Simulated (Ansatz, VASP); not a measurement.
BaCo: VASP beside Ansatz

```xyz
2
Lattice="0.4730 1.4219 2.8603 0.3057 -3.2023 -0.2813 5.1150 0.5883 -1.1383" Properties=species:S:1:pos:R:3 pbc="T T T"
Ba    0.0000    0.0000    0.0000
Co    2.9190   -1.3667    0.1967
```

Alike in both runs: task single point; functional PBE; k mesh 7 × 7 × 4; no spin polarisation.

```csv
,VASP,Ansatz
version,VASP 6.6.1,Ansatz 0.2 development build
potentials or method,"VASP PAW PBE potentials, release 64 (Ba_sv, Co), cutoff 600 eV","all-electron full-potential LAPW, scalar-relativistic"
occupations,"fermi-dirac, width 0.1 eV",fermi-dirac
```

|  | VASP | Ansatz | Ansatz less VASP |
| --- | --- | --- | --- |
| pressure (GPa) | 2.4 | 0.2 | -2.17 |
| traceless stress, the component that is largest in VASP (GPa) | -9.73 | -9.45 | +0.281 |

Ansatz ran all-electron here, and VASP with PAW potentials. Ansatz's warnings: structure snapped to symmetry.

Spin-orbit coupling is off throughout.
